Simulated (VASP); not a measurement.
## InB2As3: single point with PBE

Crystal: InB2As3.

```
CELL_PARAMETERS angstrom
4.76407 0.00000 0.00000
-2.38203 4.12580 0.00000
0.00000 0.00000 5.07273
ATOMIC_POSITIONS crystal
In 0.00000 0.00000 0.50000
B 0.33333 0.66667 0.50000
B 0.66667 0.33333 0.50000
As 0.33333 0.66667 0.00000
As 0.66667 0.33333 0.00000
As 0.00000 0.00000 0.00000
```

| Item | Value |
| --- | --- |
| Program | VASP 6.6.1 |
| Task | single point |
| Functional | PBE |
| Potentials or basis | VASP PAW PBE potentials, release 64 (In_d, B, As) |
| Cutoff | 520 eV |
| k mesh | 12 × 12 × 8 |
| Occupations | gaussian, width 0.1 eV |
| Spin | no spin polarisation |

The pressure is 0.1 GPa. The band gap on the k mesh is zero (band 17 reaches 7.37 eV, above the bottom of band 18 at 5.17 eV).

Levels at points of the mesh, in eV from the Fermi level:
| k point | band 15 | band 16 | band 17 | band 18 | band 19 | band 20 |
| --- | --- | --- | --- | --- | --- | --- |
| (0.00, 0.00, 0.00) | -1.66 | -1.56 | -1.52 | 0.17 | 0.17 | 0.93 |
| (0.50, 0.00, 0.00) | -1.76 | -1.66 | -0.53 | -0.31 | 1.75 | 1.85 |
| (0.00, 0.00, 0.50) | -2.85 | -0.85 | -0.85 | -0.35 | -0.35 | -0.35 |
| (0.50, 0.00, 0.50) | -0.27 | 0.80 | 0.88 | 1.70 | 2.12 | 2.16 |

It took 120 s on 1 thread of Intel(R) Xeon(R) 6975P-C (Granite Rapids) (shared host), peak memory 0.38 GiB.

Caveat: spin-orbit coupling is left out, which moves the levels of the heavy elements.
